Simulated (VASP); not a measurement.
# ZnPt2 (Fm-3m) in VASP: relaxation of cell and atoms with PBE

Aim: the relaxation of cell and atoms of ZnPt2 with PBE.

Program: VASP 6.6.1. These are calculated values, not measurements. Logs are shortened: lines on timing, memory, paths and dates and some standing lists are left out, and cuts for length are marked.

### 1 The cell of the first run

Symmetry: Fm-3m, No. 225, cubic system. The conventional cell has a = 5.857 Å, b = 5.857 Å, c = 5.857 Å, α = 90.00°, β = 90.00°, γ = 90.00°. Within 3.3 Å of Zn (site symmetry m-3m) lie 8 Pt at 2.54 Å. Pt (site symmetry -43m) has 4 Zn at 2.54 Å and 6 Pt at 2.93 Å within 3.3 Å.

### 2 Relaxation of cell and atoms, PBE

Input file INCAR:

```
SYSTEM = ZnPt2
PREC = Accurate
ENCUT = 600
EDIFF = 1E-6
ISMEAR = 0
SIGMA = 0.1
LREAL = .False.
LASPH = .True.
NELM = 100
ALGO = Fast
ISIF = 3
LWAVE = .False.
LCHARG = .False.
GGA = PE
IBRION = 2
NSW = 100
EDIFFG = -0.01
```

Input file KPOINTS:

```
Automatic mesh
0
Gamma
  14 14 14
  0 0 0
```

Input file POSCAR:

```
ZnPt2
1.0
    0.0000000000      2.9286916826      2.9286916826
    2.9286916826      0.0000000000      2.9286916826
    2.9286916826      2.9286916826      0.0000000000
Zn Pt
1 2
Direct
    0.0000000000      0.0000000000      0.0000000000
    0.2500000000      0.2500000000      0.2500000000
    0.7500000000      0.7500000000      0.7500000000
```

Potentials or basis: VASP PAW PBE potentials, release 64 (Zn, Pt).

On the command line:

```bash
> cat potpaw_PBE.64/Zn/POTCAR potpaw_PBE.64/Pt/POTCAR > POTCAR
> mpirun -np 1 vasp_std > vasp.out
```

OUTCAR:

```text
SYSTEM = ZnPt2
   PREC = Accurate
   ENCUT = 600
   EDIFF = 1E-6
   ISMEAR = 0
   LREAL = .False.
   LASPH = .True.
   NELM = 100
   ISIF = 3
   GGA = PE
   IBRION = 2
   NSW = 100
   EDIFFG = -0.01

 ion  position               nearest neighbor table
   1  0.000  0.000  0.000-   3 2.54   3 2.54   3 2.54   2 2.54   3 2.54   2 2.54   2 2.54   2 2.54

   2  0.250  0.250  0.250-   1 2.54   1 2.54   1 2.54   1 2.54   3 2.93   3 2.93   3 2.93   3 2.93
                             3 2.93   3 2.93
   3  0.750  0.750  0.750-   1 2.54   1 2.54   1 2.54   1 2.54   2 2.93   2 2.93   2 2.93   2 2.93
                             2 2.93   2 2.93

  LATTYP: Found a face centered cubic cell.
 ALAT       =     5.8573833652

  Lattice vectors:

 A1 = (   0.0000000000,   2.9286916826,   2.9286916826)
 A2 = (   2.9286916826,   0.0000000000,   2.9286916826)
 A3 = (   2.9286916826,   2.9286916826,   0.0000000000)

Analysis of symmetry for initial positions (statically):
=====================================================================
 Subroutine PRICEL returns:
 Original cell was already a primitive cell.

 Routine SETGRP: Setting up the symmetry group for a
 face centered cubic supercell.

 Subroutine GETGRP returns: Found 48 space group operations
 (whereof 48 operations were pure point group operations)
 out of a pool of 48 trial point group operations.

The static configuration has the point symmetry O_h .

Analysis of symmetry for dynamics (positions and initial velocities):
=====================================================================
 Subroutine PRICEL returns:
 Original cell was already a primitive cell.

 Routine SETGRP: Setting up the symmetry group for a
 face centered cubic supercell.

 Subroutine GETGRP returns: Found 48 space group operations
 (whereof 48 operations were pure point group operations)
 out of a pool of 48 trial point group operations.

The dynamic configuration has the point symmetry O_h .

 Subroutine INISYM returns: Found 48 space group operations
 (whereof 48 operations are pure point group operations),
 and found     1 'primitive' translations

----------------------------------------------------------------------------------------

                                     Primitive cell

  volume of cell :      50.2402

  direct lattice vectors                    reciprocal lattice vectors
[... 99 lines left out ...]
   PSTRESS=    0.0 pullay stress
   NELECT =      32.0000    total number of electrons
   NUPDOWN=      -1.0000    fix difference up-down
   EMIN   =  10.00;   EMAX   =-10.00  energy-range for DOS
   EFERMI =   0.00;   METHOD = LEGACY
   ISMEAR =     0;   SIGMA  =   0.10  broadening in eV -4-tet -1-fermi 0-gaus
   EFERMI_NEDOS =   21; number of points for ismear=-14 and -15
   IALGO  =     68    algorithm
   IMIX   =      4    mixing-type and parameters
     AMIX     =   0.40;   BMIX     =  1.00
     AMIX_MAG =   1.60;   BMIX_MAG =  1.00
  volume/ion in A,a.u.               =      16.75       113.01
  Fermi-wavevector in a.u.,A,eV,Ry     =   1.408557  2.661787 26.994415  1.984034
  Thomas-Fermi vector in A             =   2.530703
   LORBIT       =      0    0 simple, 1 ext, 2 COOP (PROOUT), +10 PAW based schemes
   GGA     = PE    functional components
   LHFCALC =     F    Hartree Fock is set to
   AEXX    =    0.0000 exact exchange contribution
   IVDW    =     0    specifies the selected vdW correction
   LEPSILON=     F    determine dielectric tensor
   LRPA    =     F    only Hartree local field effects (RPA)
 conjugate gradient relaxation of ions
 non-spin polarized calculation
 RMM-DIIS sequential band-by-band and
 Gauss-broadening in eV      SIGMA  =   0.10
  energy-cutoff  :      600.00
  volume of cell :       50.24
 maximum number of plane-waves:      1697
 NGX is ok and might be reduce to    36
   NGX = 17   NGY = 17   NGZ = 17

--------------------------------------- Ionic step        1  -------------------------------------------

 number of electron      32.0000007 magnetization

 Free energy of the ion-electron system (eV)
  ---------------------------------------------------
  ext. energy  EPLUGINS =         0.00000000
  ---------------------------------------------------
  free energy    TOTEN  =       -13.68779455 eV

  energy without entropy =      -13.68060278  energy(sigma->0) =      -13.68419866

------------------------ aborting loop because EDIFF is reached ----------------------------------------

  FORCE on cell =-STRESS in cart. coord.  units (eV):
  Direction    XX          YY          ZZ          XY          YZ          ZX
  --------------------------------------------------------------------------------------
  -------------------------------------------------------------------------------------
  Total        0.2352126      0.2352126      0.2352126      0.0000000      0.0000000     -0.0000000
  in kB        7.5010178      7.5010178      7.5010178      0.0000000      0.0000000     -0.0000000
  external PRESSURE =       7.5010178 kB  Pullay stress =       0.0000000 kB
[... 61 lines left out ...]
--------------------------------------- Ionic step        3  -------------------------------------------

 number of electron      32.0000008 magnetization

 Free energy of the ion-electron system (eV)
  ---------------------------------------------------
  ext. energy  EPLUGINS =         0.00000000
  ---------------------------------------------------
  free energy    TOTEN  =       -13.68833713 eV

  energy without entropy =      -13.68108899  energy(sigma->0) =      -13.68471306

 E-fermi :   6.2136     XC(G=0): -12.0625

 val. band max:        6.1888797653   @ k =   0.1429   0.0714   0.0000
 cond. band min:       6.2149809777   @ k =   0.5000   0.4286   0.0714
 fundamental gap:      0.0261012125
 Fermi energy:         6.2135683726

 k-point     1 :       0.0000    0.0000    0.0000
  band No.  band energies     occupation
      1      -2.4736      2.00000
      2      -0.3891      2.00000
      3      -0.3891      2.00000
      4      -0.2131      2.00000
      5      -0.2131      2.00000
      6      -0.2131      2.00000
[... 541 lines left out ...]
     19      12.0866      0.00000
     20      13.5211      0.00000

 [... further k-points ...]

------------------------ aborting loop because EDIFF is reached ----------------------------------------

  FORCE on cell =-STRESS in cart. coord.  units (eV):
  Direction    XX          YY          ZZ          XY          YZ          ZX
  --------------------------------------------------------------------------------------
  -------------------------------------------------------------------------------------
  Total        0.0042552      0.0042552      0.0042552      0.0000000      0.0000000     -0.0000000
  in kB        0.1350697      0.1350697      0.1350697      0.0000000      0.0000000     -0.0000000
  external PRESSURE =       0.1350697 kB  Pullay stress =       0.0000000 kB
[... 18 lines left out ...]
  FREE ENERGIE OF THE ION-ELECTRON SYSTEM (eV)
  ---------------------------------------------------
  free  energy   TOTEN  =       -13.6883371300 eV

  energy  without entropy=      -13.6810889906  energy(sigma->0) =      -13.68471306

 reached required accuracy - stopping structural energy minimisation
```

OSZICAR:

```text
N       E                     dE             d eps       ncg     rms          rms(c)
DAV:   1     0.244835689959E+03    0.24484E+03   -0.17796E+04  4168   0.218E+03
[... 26 lines left out ...]
DAV:   1    -0.137059106677E+02   -0.18661E-01   -0.26754E-01  4924   0.784E+00    0.885E-01
RMM:   2    -0.136889448617E+02    0.16966E-01   -0.52140E-02  4160   0.237E+00    0.302E-01
RMM:   3    -0.136885709918E+02    0.37387E-03   -0.36381E-03  4162   0.433E-01    0.153E-01
RMM:   4    -0.136884103548E+02    0.16064E-03   -0.55351E-04  4165   0.234E-01    0.961E-02
RMM:   5    -0.136883386825E+02    0.71672E-04   -0.19803E-04  4164   0.155E-01    0.155E-02
RMM:   6    -0.136883368239E+02    0.18586E-05   -0.42767E-05  4172   0.457E-02    0.884E-03
RMM:   7    -0.136883371300E+02   -0.30609E-06   -0.79778E-06  3741   0.257E-02
   3 F= -.13688337E+02 E0= -.13684713E+02  d E =-.542582E-03
```

CONTCAR:

```text
ZnPt2
   1.00000000000000
     0.0000000000000000    2.9332466832797830    2.9332466832797830
     2.9332466832797830    0.0000000000000000    2.9332466832797830
     2.9332466832797830    2.9332466832797830    0.0000000000000000
  Zn              Pt
     1     2
Direct
     0.0000000000000000    0.0000000000000000    0.0000000000000000
     0.2500000000000000    0.2500000000000000    0.2500000000000000
     0.7500000000000000    0.7500000000000000    0.7500000000000000

  0.00000000E+00  0.00000000E+00  0.00000000E+00
  0.00000000E+00  0.00000000E+00  0.00000000E+00
  0.00000000E+00  0.00000000E+00  0.00000000E+00
```

Wall time 3.9 min (1 thread of Intel Xeon Platinum 8259CL at 2.50GHz (Skylake/Cascade Lake), shared host); peak memory 0.31 GiB.

What came out:

| Property | Result |
| --- | --- |
| Free energy | -13.6883 eV |
| Relaxed volume | 16.82 Å³/atom |
| Relaxed cell | a = 4.148 Å, b = 4.148 Å, c = 4.148 Å, α = 60.00°, β = 60.00°, γ = 60.00° |
| Space group after relaxing (to 0.1 Å) | Fm-3m (No. 225) |
| Energy gained by relaxing | 0.2 meV/atom |
| Ionic steps | 3 |
| Pressure after relaxing | 0.0 GPa |
| Band gap on the k mesh | zero (bands 16 and 17 overlap by 1.42 eV) |

Step by step:
| step | energy change (eV) | largest force (eV/Å) | pressure (GPa) | volume (Å³) |
| --- | --- | --- | --- | --- |
| 1 | 0.0000 | 0.0000 | 0.75 | 50.24 |
| 2 | 0.0005 | 0.0000 | -1.02 | 50.81 |
| 3 | -0.0005 | 0.0000 | 0.01 | 50.47 |

Final structure:
```xyz
3
Lattice="0.0000 2.9332 2.9332 2.9332 0.0000 2.9332 2.9332 2.9332 0.0000" Properties=species:S:1:pos:R:3 pbc="T T T"
Zn    0.0000    0.0000    0.0000
Pt    1.4666    1.4666    1.4666
Pt    4.3999    4.3999    4.3999
```

Levels at points of the mesh, in eV from the Fermi level:
| k point | band 12 | band 13 | band 14 | band 15 | band 16 | band 17 | band 18 | band 19 | band 20 |
| --- | --- | --- | --- | --- | --- | --- | --- | --- | --- |
| (0.00, 0.00, 0.00) | -0.44 | -0.44 | -0.44 | 0.58 | 0.58 | 6.99 | 7.08 | 7.08 | 7.08 |
| (0.50, 0.00, 0.00) | -2.01 | -2.01 | -1.80 | -1.53 | -1.53 | -0.84 | 7.25 | 7.25 | 7.43 |
| (0.50, 0.50, 0.00) | -1.66 | -1.25 | -1.25 | -0.49 | 0.50 | 1.52 | 1.52 | 1.63 | 5.26 |

Caveat: spin-orbit coupling is left out, which moves the levels of the heavy elements.

The gap in the log of VASP goes by the Fermi energy; the results here count the filled bands.